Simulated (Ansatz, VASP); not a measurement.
Os in VASP and in Ansatz

Contents of INCAR:

```
ALGO     = Fast           # electronic algorithm
EDIFF    = 1E-6           # SCF threshold, eV
ENCUT    = 520            # plane-wave cutoff, eV
GGA      = PS             # functional
ISIF     = 2              # what is computed and relaxed
ISMEAR   = 0              # smearing method
LASPH    = T              # aspherical terms in the spheres
LCHARG   = T              # write CHGCAR
LELF     = T              # ELF
LREAL    = F              # projectors in reciprocal space
LVHAR    = T            
LWAVE    = F              # write WAVECAR
NBANDS   = 10             # bands
NELM     = 80             # most SCF steps
PREC     = Accurate       # precision mode
SIGMA    = 0.15           # smearing width, eV
```

KPOINTS

```
k-points
0
Gamma
  20 20 20
```

The input POSCAR:

```
Os
1.0
    0.0000000000      2.0422500000      1.8477500000
    2.0422500000      0.0000000000      1.8477500000
    2.0422500000      2.0422500000      0.0000000000
Os
1
Direct
    0.0000000000      0.0000000000      0.0000000000
```

Input for Ansatz:

```yaml
crystal:
  lattice:
    - [0.0, 2.04225, 1.84775]
    - [2.04225, 0.0, 1.84775]
    - [2.04225, 2.04225, 0.0]
  atoms:
    - { symbol: Os, position: [0.0, 0.0, 0.0] }
basis:
  ecutwfc: 420
kpoints:
  mp_grid: { grid: [20, 20, 20] }
hamiltonian:
  xc: pbesol
scf:
  occupations: { method: gaussian, width: 0.15 }
output:
  forces: true
  stress: true
  eigenvalues: true
```

Change from the starting cell: strain +0.050 along x and y, -0.050 along z, atoms carried along.

Alike in both runs: task single point; functional PBEsol; k mesh 20 × 20 × 20; occupations gaussian, width 0.15 eV; no spin polarisation.

|  | VASP | Ansatz |
| --- | --- | --- |
| version | VASP 6.6.1 | Ansatz 0.2.0 |
| potentials or method | VASP PAW PBE potentials, release 64 (Os), cutoff 520 eV | scalar-relativistic, plane waves, PAW |
| valence electrons in the cell | 8 | 16 |

|  | VASP | Ansatz | Ansatz less VASP |
| --- | --- | --- | --- |
| gap on the k mesh at the Fermi level (eV) | none | none | - |
| pressure (GPa) | -32.0 | -31.8 | +0.20 |
| traceless stress, the component that is largest in VASP (GPa) | 19.67 | 19.79 | +0.119 |

VASP's potentials were made for PBE, not for PBEsol. A gap of «none» marks a metal or a gap that the smearing closes. Both programs put the cell under strong tension, so it lies far from rest at this level. The functional is the same, so the differences come from potentials, cutoffs and numerics. VASP's potentials hold 8 valence electrons a cell and Ansatz's 16, so a difference there can come from the potentials and not from the codes.

Neither program's run includes spin-orbit coupling. Noted on VASP's run: the cell as given lies far from equilibrium.
